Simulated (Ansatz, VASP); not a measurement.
# SrTiO3 in VASP and in Ansatz

```xyz
5
Lattice="3.9069 0.0000 0.0000 0.0000 3.9069 0.0000 0.0000 0.0000 3.8092" Properties=species:S:1:pos:R:3 pbc="T T T"
Sr    0.0000    0.0000    0.0000
Ti    1.9534    1.9534    1.9046
O     1.9534    1.9534    0.0000
O     1.9534    0.0000    1.9046
O     0.0000    1.9534    1.9046
```

Change from the starting cell: uniaxial_z strain -2.5%.

Alike in both runs: task single point; functional r2SCAN; k mesh 6 × 6 × 6; no spin polarisation.

```csv
,VASP,Ansatz
version,VASP 6.6.1,Ansatz 0.2.0
potentials or method,"VASP PAW PBE potentials, release 64 (Sr_sv, Ti_sv, O)","plane waves, PAW"
plane-wave cutoff (eV),520,500
occupations,"gaussian, width 0.01 eV",fixed
valence electrons in the cell,40,40
```

Ansatz gave:

| Property | Result |
| --- | --- |
| gap on the k mesh at the Fermi level (eV) | 2.27 |
| pressure (GPa) | 5.3 |
| traceless stress, the component that is largest in VASP (GPa) | 4.80 |

**Question.** What did VASP give for the same quantities?

**Answer.** gap on the k mesh at the Fermi level (eV): 2.28; pressure (GPa): 6.3; traceless stress, the component that is largest in VASP (GPa): 4.90.

VASP's potentials were made for PBE, not for r2SCAN.
